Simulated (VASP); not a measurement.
# Hf2TaN2 (R-3m) in VASP: single point with PBE

Aim: the single point of Hf2TaN2 with PBE.

Everything below comes from runs of VASP 6.6.1. Logs are shortened: lines on timing, memory, paths and dates and some standing lists are left out, and cuts for length are marked.

## (1) The cell of the first run

Symmetry: R-3m, No. 166, trigonal system. The conventional cell has a = 3.129 Å, b = 3.129 Å, c = 24.737 Å, α = 90.00°, β = 90.00°, γ = 120.00°. Hf (site symmetry 3m) has 3 N at 2.25 Å and 7 Hf at 3.05 to 3.13 Å and 3 Ta at 3.17 Å within 3.2 Å. Within 2.9 Å of Ta (site symmetry -3m) lie 6 N at 2.20 Å. N (site symmetry 3m) has 3 Ta at 2.20 Å and 3 Hf at 2.25 Å within 2.9 Å.

## (2) Single point, PBE

Contents of POSCAR:

```
Hf2TaN2
1.0
    1.5646201390      0.9033338584      8.2456218291
   -1.5646201390      0.9033338584      8.2456218291
    0.0000000000     -1.8066677168      8.2456218291
Hf Ta N
2 1 2
Direct
    0.5615533244      0.5615533244      0.5615533244
    0.4384466756      0.4384466756      0.4384466756
    0.0000000000      0.0000000000      0.0000000000
    0.7173140466      0.7173140466      0.7173140466
    0.2826859534      0.2826859534      0.2826859534
```

Contents of INCAR.step1:

```
SYSTEM = Hf2TaN2
  ALGO = Normal
  EDIFF = 1E-6
  ENCUT = 520
  GGA = PE
  ISIF = 2
  ISMEAR = 0
  LASPH = .TRUE.
  LCHARG = .TRUE.
  LMAXMIX = 4
  LREAL = .FALSE.
  LWAVE = .FALSE.
  NBANDS = 28
  NELM = 100
  PREC = Accurate
  SIGMA = 0.1
```

Contents of KPOINTS.step1:

```
k-points
0
G
  12 12 12
  0 0 0
```

Contents of INCAR.step2:

```
SYSTEM = Hf2TaN2
  ALGO = Normal
  EDIFF = 1E-6
  ENCUT = 520
  GGA = PE
  ICHARG = 11
  ISIF = 2
  ISMEAR = -5
  LASPH = .TRUE.
  LCHARG = .FALSE.
  LMAXMIX = 4
  LORBIT = 11
  LREAL = .FALSE.
  LWAVE = .FALSE.
  NBANDS = 28
  NEDOS = 2001
  NELM = 100
  PREC = Accurate
  SIGMA = 0.1
```

Contents of KPOINTS.step2:

```
k-points
0
G
  18 18 18
  0 0 0
```

Potentials or basis: VASP PAW PBE potentials, release 64 (Hf_pv, Ta_pv, N).

On the command line:

```sh
cat potpaw_PBE.64/Hf_pv/POTCAR potpaw_PBE.64/Ta_pv/POTCAR potpaw_PBE.64/N/POTCAR > POTCAR
cp INCAR.step1 INCAR
cp KPOINTS.step1 KPOINTS
mpirun -np 1 vasp_std > vasp.out
cp INCAR.step2 INCAR
cp KPOINTS.step2 KPOINTS
mpirun -np 1 vasp_std > vasp.out
```

OUTCAR:

```text
SYSTEM = Hf2TaN2
   EDIFF = 1E-6
   ENCUT = 520
   GGA = PE
   ICHARG = 11
   ISIF = 2
   ISMEAR = -5
   LASPH = .TRUE.
   LORBIT = 11
   LREAL = .FALSE.
   NELM = 100
   PREC = Accurate

 ion  position               nearest neighbor table
   1  0.562  0.562  0.562-   5 2.25   5 2.25   5 2.25   2 3.05   3 3.17   3 3.17   3 3.17
   2  0.438  0.438  0.438-   4 2.25   4 2.25   4 2.25   1 3.05   3 3.17   3 3.17   3 3.17
   3  0.000  0.000  0.000-   4 2.20   5 2.20   4 2.20   4 2.20   5 2.20   5 2.20   2 3.17   1 3.17
                             2 3.17   1 3.17   2 3.17   1 3.17
   4  0.717  0.717  0.717-   3 2.20   3 2.20   3 2.20   2 2.25   2 2.25   2 2.25
   5  0.283  0.283  0.283-   3 2.20   3 2.20   3 2.20   1 2.25   1 2.25   1 2.25

  LATTYP: Found a trigonal (rhomboedric) cell.
 ALAT       =     8.4412278483
 COS(alpha) =     0.9312873684

  Lattice vectors:

 A1 = (   1.5646201390,   0.9033338584,   8.2456218291)
 A2 = (  -1.5646201390,   0.9033338584,   8.2456218291)
 A3 = (   0.0000000000,  -1.8066677168,   8.2456218291)

Analysis of symmetry for initial positions (statically):
=====================================================================
 Subroutine PRICEL returns:
 Original cell was already a primitive cell.

 Routine SETGRP: Setting up the symmetry group for a
 trigonal (rhombohedral) supercell.

 Subroutine GETGRP returns: Found 12 space group operations
 (whereof 12 operations were pure point group operations)
 out of a pool of 12 trial point group operations.

The static configuration has the point symmetry D_3d.

Analysis of symmetry for dynamics (positions and initial velocities):
=====================================================================
 Subroutine PRICEL returns:
 Original cell was already a primitive cell.

 Routine SETGRP: Setting up the symmetry group for a
 trigonal (rhombohedral) supercell.

 Subroutine GETGRP returns: Found 12 space group operations
 (whereof 12 operations were pure point group operations)
 out of a pool of 12 trial point group operations.

The dynamic configuration has the point symmetry D_3d.

 Subroutine INISYM returns: Found 12 space group operations
 (whereof 12 operations are pure point group operations),
 and found     1 'primitive' translations

----------------------------------------------------------------------------------------

                                     Primitive cell

  volume of cell :      69.9249

  direct lattice vectors                    reciprocal lattice vectors
     1.564620139  0.903333858  8.245621829     0.319566384  0.184501738  0.040425494
    -1.564620139  0.903333858  8.245621829    -0.319566384  0.184501738  0.040425494
     0.000000000 -1.806667717  8.245621829     0.000000000 -0.369003476  0.040425494

  length of vectors
     8.441227848  8.441227848  8.441227848     0.371211241  0.371211241  0.371211241

  position of ions in fractional coordinates (direct lattice)
     0.561553324  0.561553324  0.561553324
     0.438446676  0.438446676  0.438446676
     0.000000000  0.000000000  0.000000000
     0.717314047  0.717314047  0.717314047
     0.282685953  0.282685953  0.282685953

  ion indices of the primitive-cell ions
   primitive index   ion index
                 1           1
                 2           2
                 3           3
                 4           4
                 5           5

----------------------------------------------------------------------------------------

 KPOINTS: k-points

Automatic generation of k-mesh.
 Grid dimensions read from file:
 generate k-points for:   18   18   18

 Generating k-lattice:

  Cartesian coordinates                     Fractional coordinates (reciprocal lattice)
     0.017753688  0.010250097  0.002245861     0.055555556  0.000000000  0.000000000
    -0.017753688  0.010250097  0.002245861     0.000000000  0.055555556  0.000000000
     0.000000000 -0.020500193  0.002245861     0.000000000  0.000000000  0.055555556

  Length of vectors
     0.020622847  0.020622847  0.020622847

  Shift w.r.t. Gamma in fractional coordinates (k-lattice)
     0.000000000  0.000000000  0.000000000

 TETIRR: Found   2916 inequivalent tetrahedra from    34992

 Subroutine IBZKPT returns following result:
 ===========================================

 Found    580 irreducible k-points:

 Following reciprocal coordinates:
            Coordinates               Weight
  0.000000  0.000000  0.000000      1.000000
  0.055556  0.000000  0.000000      6.000000
  0.111111  0.000000  0.000000      6.000000
  0.166667  0.000000  0.000000      6.000000
  0.222222  0.000000  0.000000      6.000000
  0.277778 -0.000000  0.000000      6.000000
[... 16 lines left out ...]
 -0.277778  0.055556 -0.000000     12.000000
 -0.222222  0.055556  0.000000     12.000000
 [... further k-points ...]
   k-points           NKPTS =    580   k-points in BZ     NKDIM =    580   number of bands    NBANDS=     28
   number of dos      NEDOS =   2001   number of ions     NIONS =      5
   total plane-waves  NPLWV = 262144
   dimension x,y,z NGX =    64 NGY =   64 NGZ =   64
   dimension x,y,z NGXF=   128 NGYF=  128 NGZF=  128
   ions per type =               2   1   2
   NGX,Y,Z   is equivalent  to a cutoff of  12.60, 12.60, 12.60 a.u.
   NGXF,Y,Z  is equivalent  to a cutoff of  25.21, 25.21, 25.21 a.u.
 SYSTEM =  Hf2TaN2
   PREC   = accura    normal or accurate (medium, high low for compatibility)
   ISTART =      0    job   : 0-new  1-cont  2-samecut
   ICHARG =     11    charge: 1-file 2-atom 10-const
   ISPIN  =      1    spin polarized calculation?
   LNONCOLLINEAR =      F non collinear calculations
   LSORBIT =      F    spin-orbit coupling
   LASPH  =      T    aspherical Exc in radial PAW
   ENCUT  =  520.0 eV  38.22 Ry    6.18 a.u.  15.70 15.70 15.70*2*pi/ulx,y,z
   NELM   =    100;   NELMIN=  2; NELMDL=  0     # of ELM steps
   EDIFF  = 0.1E-05   stopping-criterion for ELM
   LREAL  =      F    real-space projection
   EDIFFG = 0.1E-04   stopping-criterion for IOM
   NSW    =      0    number of steps for IOM
   IBRION =     -1    ionic relax: 0-MD 1-quasi-New 2-CG
   NFREE  =      0    steps in history (QN), initial steepest desc. (CG)
   ISIF   =      2    stress and relaxation
   ISYM   =      2    0-nonsym 1-usesym 2-fastsym
   POTIM  = 0.5000    time-step for ionic-motion
   TEBEG  =    0.0;   TEEND  =   0.0 temperature during run
   PSTRESS=    0.0 pullay stress
   NELECT =      41.0000    total number of electrons
   NUPDOWN=      -1.0000    fix difference up-down
   EMIN   =  10.00;   EMAX   =-10.00  energy-range for DOS
   EFERMI =   0.00;   METHOD = LEGACY
   ISMEAR =    -5;   SIGMA  =   0.10  broadening in eV -4-tet -1-fermi 0-gaus
   EFERMI_NEDOS =   21; number of points for ismear=-14 and -15
   IALGO  =     38    algorithm
   IMIX   =      4    mixing-type and parameters
     AMIX     =   0.40;   BMIX     =  1.00
     AMIX_MAG =   1.60;   BMIX_MAG =  1.00
  volume/ion in A,a.u.               =      13.98        94.38
  Fermi-wavevector in a.u.,A,eV,Ry     =   1.370226  2.589351 25.545196  1.877519
  Thomas-Fermi vector in A             =   2.496031
   LORBIT       =     11    0 simple, 1 ext, 2 COOP (PROOUT), +10 PAW based schemes
   GGA     = PE    functional components
   LHFCALC =     F    Hartree Fock is set to
   AEXX    =    0.0000 exact exchange contribution
   IVDW    =     0    specifies the selected vdW correction
   LEPSILON=     F    determine dielectric tensor
   LRPA    =     F    only Hartree local field effects (RPA)
 non-spin polarized calculation
 Fermi weights with tetrahedron method with Bloechl corrections
  energy-cutoff  :      520.00
  volume of cell :       69.92
 maximum number of plane-waves:      1904

 number of electron      41.0000000 magnetization

 Free energy of the ion-electron system (eV)
  ---------------------------------------------------
  ext. energy  EPLUGINS =         0.00000000
  ---------------------------------------------------
  free energy    TOTEN  =       -52.85549938 eV

  energy without entropy =      -52.85549938  energy(sigma->0) =      -52.85549938

 E-fermi :   7.0750     XC(G=0): -12.1870

 val. band max:        7.1413747947   @ k =  -0.2778   0.4444   0.1667
 cond. band min:       6.9902124459   @ k =  -0.4444   0.2778   0.0000
 fundamental gap:     -0.1511623489
 Fermi energy:         7.0750019817

 k-point     1 :       0.0000    0.0000    0.0000
  band No.  band energies     occupation
      1     -29.0471      2.00000
      2     -28.7510      2.00000
      3     -28.7510      2.00000
      4     -24.3807      2.00000
      5     -24.0446      2.00000
      6     -23.6437      2.00000
[... 20 lines left out ...]
     27       8.9532      0.00000
     28       9.8527      0.00000

 k-point     2 :       0.0556    0.0000    0.0000
  band No.  band energies     occupation
      1     -29.0432      2.00000
      2     -28.7701      2.00000
      3     -28.7551      2.00000
      4     -24.3756      2.00000
      5     -24.0417      2.00000
      6     -23.6682      2.00000
[... 20 lines left out ...]
     27       9.1230      0.00000
     28      10.1140      0.00000

 k-point     3 :       0.1111    0.0000    0.0000
  band No.  band energies     occupation
      1     -29.0317      2.00000
      2     -28.8248      2.00000
      3     -28.7669      2.00000
      4     -24.3608      2.00000
      5     -24.0334      2.00000
      6     -23.7381      2.00000
[... 616 lines left out ...]
      3     -28.8503      2.00000
      4     -24.2718      2.00000
      5     -24.1609      2.00000
      6     -24.1318      2.00000
[... 20 lines left out ...]
     27      10.3958      0.00000
     28      10.9690      0.00000

 k-point    24 :      -0.2222    0.0556    0.0000
  band No.  band energies     occupation
      1     -29.0636      2.00000
      2     -28.9782      2.00000
      3     -28.8258      2.00000
      4     -24.2958      2.00000
      5     -24.0426      2.00000
      6     -24.0308      2.00000
[... 20 lines left out ...]
     27       9.8649      0.00000
     28      10.5540      0.00000

 [... further k-points ...]

------------------------ aborting loop because EDIFF is reached ----------------------------------------

  FORCE on cell =-STRESS in cart. coord.  units (eV):
  Direction    XX          YY          ZZ          XY          YZ          ZX
  --------------------------------------------------------------------------------------
  -------------------------------------------------------------------------------------
  Total       -0.4417918     -0.4417918     -0.2630824      0.0000000      0.0000000      0.0000000
  in kB      -10.1227003    -10.1227003     -6.0279612      0.0000000      0.0000000      0.0000000
  external PRESSURE =      -8.7577873 kB  Pullay stress =       0.0000000 kB

 VOLUME and BASIS-vectors are now :
 -----------------------------------------------------------------------------
  energy-cutoff  :      520.00
  volume of cell :       69.92
      direct lattice vectors                 reciprocal lattice vectors
     1.564620139  0.903333858  8.245621829     0.319566384  0.184501738  0.040425494
    -1.564620139  0.903333858  8.245621829    -0.319566384  0.184501738  0.040425494
     0.000000000 -1.806667717  8.245621829     0.000000000 -0.369003476  0.040425494

 POSITION                                       TOTAL-FORCE (eV/Angst)
 -----------------------------------------------------------------------------------
      0.00000      0.00000     13.89107         0.000000     -0.000000      0.104634
      0.00000      0.00000     10.84580         0.000000      0.000000     -0.104634
      0.00000      0.00000      0.00000         0.000000     -0.000000     -0.000000
      0.00000      0.00000     17.74410         0.000000      0.000000      0.140717
      0.00000      0.00000      6.99276         0.000000     -0.000000     -0.140717
 -----------------------------------------------------------------------------------
    total drift:                               -0.000000     -0.000000      0.000000

  FREE ENERGIE OF THE ION-ELECTRON SYSTEM (eV)
  ---------------------------------------------------
  free  energy   TOTEN  =       -52.8554993784 eV

  energy  without entropy=      -52.8554993784  energy(sigma->0) =      -52.85549938

 total charge

# of ion       s       p       d       tot
------------------------------------------
    1        0.317   6.459   1.692   8.468
    2        0.317   6.459   1.692   8.468
    3        0.278   6.230   2.389   8.897
    4        1.236   2.507   0.000   3.743
    5        1.236   2.507   0.000   3.743
--------------------------------------------------
tot          3.385  24.162   5.773  33.319
```

Wall time 77 min (1 thread of AMD EPYC 7R13 (Zen 3), shared host); peak memory 1.4 GiB.

What came out:

| Property | Result |
| --- | --- |
| Valence electrons inside the program's atomic spheres | Hf 8.47; Ta 8.90; N 3.74 |

Caveat: spin-orbit coupling is left out, which moves the levels of the heavy elements.
